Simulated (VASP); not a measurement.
## Al2Au: single point with LDA

The system is Al2Au.

```
Au Al
1.0
     0.00000    3.00000    3.04500
     3.00000    0.00000    3.04500
     3.00000    3.00000    0.00000
Au Al
1 2
Direct
  0.00000 0.00000 0.00000
  0.75000 0.75000 0.75000
  0.25667 0.25667 0.24333
```

This cell differs from its parent crystal: last atom moved by 0.04 Å along z, cell strained by +1.5% along z.

```
Program                : VASP 6.6.1
Task                   : single point
Functional             : LDA
Potentials or basis    : VASP PAW LDA potentials, release 64 (Au, Al)
Cutoff                 : 540 eV
k mesh                 : 15 × 15 × 15
Occupations            : methfessel-paxton, width 0.05 eV
Spin                   : non-collinear spin, zero start, spin-orbit coupling
Starting moments       : [[0.0, 0.0, 0.0], [0.0, 0.0, 0.0], [0.0, 0.0, 0.0]] μB
Tolerance level        : standard
Purpose                : all
Further INCAR settings : ALGO = Normal; EDIFF = 1e-08
```

* Pressure: -4.5 GPa
* Largest force: 0.193 eV/Å
* Net moment: 0.00 μB per cell
* Valence electrons inside the program's atomic spheres: Au 9.99; Al 0.76

Forces on the atoms (eV/Å):
```
Au   0.000  0.000  0.149
Al   0.000  0.000  0.045
Al   0.000  0.000 -0.193
```

Stress tensor (GPa, compression positive):
```
-4.17 -0.65  0.00
-0.65 -4.17  0.00
 0.00  0.00 -5.14
```

Moments on the atoms (μB; x, y, z):
```
Au  0.00 0.00 0.00
Al  0.00 0.00 0.00
Al  0.00 0.00 0.00
```

Wall time 4.7 min on 4 MPI ranks on Intel(R) Xeon(R) 6975P-C (Granite Rapids), with other jobs on the host, peak memory 1.7 GiB a rank.

Caveat: the cell differs from its parent crystal (last atom moved by 0.04 Å along z, cell strained by +1.5% along z); the cell stands under tension.
